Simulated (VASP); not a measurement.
# YN2 (P6/mmm) in VASP: notebook, part 3 of 3

VASP 6.6.1. The steps go on from the part before.

### Step 4. Relaxation of shape and atoms at fixed volume, PBEsol (11.39 Å³/atom)

This run uses another cell than the first one, of 11.39 Å³/atom.

The input, INCAR:

```
PREC = Accurate
ENCUT = 600
EDIFF = 1E-6
ISMEAR = 0
SIGMA = 0.05
LREAL = False
LASPH = True
NELM = 80
ALGO = Normal
ISIF = 4
LWAVE = False
LCHARG = False
GGA = PS
IBRION = 2
NSW = 60
EDIFFG = -0.01
```

The input, KPOINTS:

```
Automatic mesh
0
Gamma
  10 10 10
```

The input, POSCAR:

```
YN2
1.0
    3.4962735579      0.0000000000      0.0000000000
   -1.7481367790      3.0278617197      0.0000000000
    0.0000000000      0.0000000000      3.2273236679
Y N
1 2
Direct
    0.0000000000      0.0000000000      0.0000000000
    0.3333333333      0.6666666667      0.5000000000
    0.6666666667      0.3333333333      0.5000000000
```

Potentials or basis: VASP PAW PBE potentials, release 64 (Y_sv, N).

Run with:

```console
$ cat potpaw_PBE.64/Y_sv/POTCAR potpaw_PBE.64/N/POTCAR > POTCAR
$ mpirun -np 1 vasp_std > vasp.out
```

OUTCAR:

```text
PREC = Accurate
   ENCUT = 600
   EDIFF = 1E-6
   ISMEAR = 0
   LREAL = False
   LASPH = True
   NELM = 80
   ISIF = 4
   GGA = PS
   IBRION = 2
   NSW = 60
   EDIFFG = -0.01

 ion  position               nearest neighbor table
   1  0.000  0.000  0.000-   2 2.58   3 2.58   2 2.58   3 2.58   3 2.58   3 2.58   2 2.58   2 2.58
                             3 2.58   3 2.58   2 2.58   2 2.58
   2  0.333  0.667  0.500-   1 2.58   1 2.58   1 2.58   1 2.58   1 2.58   1 2.58
   3  0.667  0.333  0.500-   1 2.58   1 2.58   1 2.58   1 2.58   1 2.58   1 2.58

  LATTYP: Found a hexagonal cell.
 ALAT       =     3.4962735579
 C/A-ratio  =     0.9230752727

  Lattice vectors:

 A1 = (   3.4962735579,   0.0000000000,   0.0000000000)
 A2 = (  -1.7481367790,   3.0278617197,   0.0000000000)
 A3 = (   0.0000000000,   0.0000000000,   3.2273236679)

Analysis of symmetry for initial positions (statically):
=====================================================================
 Subroutine PRICEL returns:
 Original cell was already a primitive cell.

 Routine SETGRP: Setting up the symmetry group for a
 hexagonal supercell.

 Subroutine GETGRP returns: Found 24 space group operations
 (whereof 24 operations were pure point group operations)
 out of a pool of 24 trial point group operations.

The static configuration has the point symmetry D_6h.

Analysis of symmetry for dynamics (positions and initial velocities):
=====================================================================
 Subroutine PRICEL returns:
 Original cell was already a primitive cell.

 Routine SETGRP: Setting up the symmetry group for a
 hexagonal supercell.

 Subroutine GETGRP returns: Found 24 space group operations
 (whereof 24 operations were pure point group operations)
 out of a pool of 24 trial point group operations.

The dynamic configuration has the point symmetry D_6h.

 Subroutine INISYM returns: Found 24 space group operations
 (whereof 24 operations are pure point group operations),
 and found     1 'primitive' translations

[... 182 lines left out ...]

 number of electron      21.0000001 magnetization

 Free energy of the ion-electron system (eV)
  ---------------------------------------------------
  ext. energy  EPLUGINS =         0.00000000
  ---------------------------------------------------
  free energy    TOTEN  =       -23.95397744 eV

  energy without entropy =      -23.95166317  energy(sigma->0) =      -23.95282031

 E-fermi :   5.9785     XC(G=0): -12.1411

 val. band max:        5.9718655660   @ k =   0.0000   0.0000   0.1000
 cond. band min:       5.9902598703   @ k =   0.2000   0.0000   0.4000
 fundamental gap:      0.0183943043
 Fermi energy:         5.9785335669

 k-point     1 :       0.0000    0.0000    0.0000
  band No.  band energies     occupation
      1     -36.0263      2.00000
      2     -15.8081      2.00000
      3     -15.8081      2.00000
      4     -15.7735      2.00000
      5     -11.3037      2.00000
      6      -3.8565      2.00000
      7       0.6228      2.00000
      8       0.6228      2.00000
      9       2.7191      2.00000
     10       5.4153      2.00000
     11       6.4657      0.00000
     12       6.4657      0.00000
     13       6.7088      0.00000
     14      11.0257      0.00000
[... 377 lines left out ...]
      1     -35.9444      2.00000
      2     -16.6667      2.00000
      3     -16.0220      2.00000
      4     -15.7562      2.00000
      5      -8.7788      2.00000
      6      -7.5429      2.00000
      7      -0.1365      2.00000
      8       2.4349      2.00000
      9       2.5887      2.00000
     10       4.3552      2.00000
     11       6.7562      0.00000
     12       8.2585      0.00000
     13       8.6553      0.00000
     14      10.3485      0.00000

 [... further k-points ...]

------------------------ aborting loop because EDIFF is reached ----------------------------------------

  FORCE on cell =-STRESS in cart. coord.  units (eV):
  Direction    XX          YY          ZZ          XY          YZ          ZX
  --------------------------------------------------------------------------------------
  -------------------------------------------------------------------------------------
  Total       -1.4373256     -1.4373256     -1.4263437      0.0000000     -0.0000000      0.0000000
  in kB      -67.4033970    -67.4033970    -66.8883995      0.0000000     -0.0000000      0.0000000
  external PRESSURE =     -67.2317311 kB  Pullay stress =       0.0000000 kB

 VOLUME and BASIS-vectors are now :
 -----------------------------------------------------------------------------
  energy-cutoff  :      600.00
  volume of cell :       34.17
      direct lattice vectors                 reciprocal lattice vectors
     3.497316700  0.000000000  0.000000000     0.285933499  0.165083782 -0.000000000
    -1.748658350  3.028765108 -0.000000000    -0.000000000  0.330167565 -0.000000000
    -0.000000000  0.000000000  3.225398731    -0.000000000  0.000000000  0.310039187

 POSITION                                       TOTAL-FORCE (eV/Angst)
 -----------------------------------------------------------------------------------
     -0.00000      0.00000      0.00000         0.000000      0.000000     -0.000000
     -0.00000      2.01918      1.61270        -0.000000      0.000000      0.000000
      1.74866      1.00959      1.61270         0.000000     -0.000000     -0.000000
 -----------------------------------------------------------------------------------
    total drift:                               -0.000000      0.000000     -0.000000

  FREE ENERGIE OF THE ION-ELECTRON SYSTEM (eV)
  ---------------------------------------------------
  free  energy   TOTEN  =       -23.9539774428 eV

  energy  without entropy=      -23.9516631715  energy(sigma->0) =      -23.95282031

 reached required accuracy - stopping structural energy minimisation
```

OSZICAR:

```text
N       E                     dE             d eps       ncg     rms          rms(c)
DAV:   1     0.101147510118E+03    0.10115E+03   -0.12571E+04  2352   0.165E+03
DAV:   2    -0.195297914853E+02   -0.12068E+03   -0.11860E+03  2948   0.337E+02
DAV:   3    -0.258101279059E+02   -0.62803E+01   -0.61162E+01  3272   0.687E+01
DAV:   4    -0.259783127274E+02   -0.16818E+00   -0.16798E+00  3144   0.105E+01
DAV:   5    -0.259811357000E+02   -0.28230E-02   -0.28225E-02  3418   0.112E+00    0.281E+01
DAV:   6    -0.240424537179E+02    0.19387E+01   -0.99302E+00  2960   0.193E+01    0.249E+01
DAV:   7    -0.239784720928E+02    0.63982E-01   -0.49880E-01  3106   0.597E+00    0.150E+01
DAV:   8    -0.239548881827E+02    0.23584E-01   -0.10188E-01  3274   0.278E+00    0.861E-01
DAV:   9    -0.239540845121E+02    0.80367E-03   -0.12705E-02  3426   0.771E-01    0.512E-01
DAV:  10    -0.239539538850E+02    0.13063E-03   -0.13026E-03  3192   0.280E-01    0.131E-01
DAV:  11    -0.239539770471E+02   -0.23162E-04   -0.13951E-04  3094   0.982E-02    0.539E-02
DAV:  12    -0.239539637218E+02    0.13325E-04   -0.10504E-04  3140   0.651E-02    0.588E-03
DAV:  13    -0.239539641866E+02   -0.46472E-06   -0.43566E-06  3004   0.199E-02
   1 F= -.23953964E+02 E0= -.23952825E+02  d E =-.239540E+02
       N       E                     dE             d eps       ncg     rms          rms(c)
DAV:   1    -0.239540045539E+02   -0.40832E-04   -0.28125E-03  2520   0.500E-01    0.392E-02
DAV:   2    -0.239539862080E+02    0.18346E-04   -0.55714E-05  2916   0.604E-02    0.205E-02
DAV:   3    -0.239539775315E+02    0.86764E-05   -0.13903E-05  2972   0.319E-02    0.453E-03
DAV:   4    -0.239539774428E+02    0.88741E-07   -0.67018E-07  1938   0.744E-03
   2 F= -.23953977E+02 E0= -.23952820E+02  d E =-.132562E-04
```

Wall time 1.8 min (1 thread of Intel Xeon 8259CL, shared host); peak memory 0.21 GiB.

Results:

| Property | Result |
| --- | --- |
| Free energy | -23.9540 eV |
| Energy gained by relaxing | 0.0 meV/atom |
| Ionic steps | 2 |
| Pressure after relaxing | -6.7 GPa |
| Band gap on the k mesh | zero (an odd number of electrons rules out a gap without spin polarisation) |

Final structure:
```
CELL_PARAMETERS angstrom
3.49732 0.00000 0.00000
-1.74866 3.02877 0.00000
0.00000 0.00000 3.22540
ATOMIC_POSITIONS crystal
Y 0.00000 0.00000 0.00000
N 0.33333 0.66667 0.50000
N 0.66667 0.33333 0.50000
```

Caveat: the PAW data sets were made with another functional, which shifts forces and pressure a little.

### Step 5. The runs side by side

```tsv
cell	gap on the mesh (eV)	pressure (GPa)
relaxed from a = 3.428, b = 3.428, c = 3.164 Å, angles 90.0, 90.0, 120.0°, 3 atoms	none	3.6
relaxed from a = 3.474, b = 3.474, c = 3.207 Å, angles 90.0, 90.0, 120.0°, 3 atoms	none	-3.6
relaxed from a = 3.496, b = 3.496, c = 3.227 Å, angles 90.0, 90.0, 120.0°, 3 atoms	none	-6.7
```

Alike in all rows: task relaxation of shape and atoms at fixed volume; level PBEsol; potentials or basis VASP PAW PBE potentials, release 64 (Y_sv, N); no spin polarisation; k mesh 10 × 10 × 10; cutoff (eV) 600; smearing gaussian 0.05 eV.

Caveats: the PAW data sets were made with another functional, which shifts forces and pressure a little; the relaxation stopped at its first step, so nothing moved (at least some runs).

Total energies depend on the potentials used, so only differences within one code and one set of settings carry meaning.
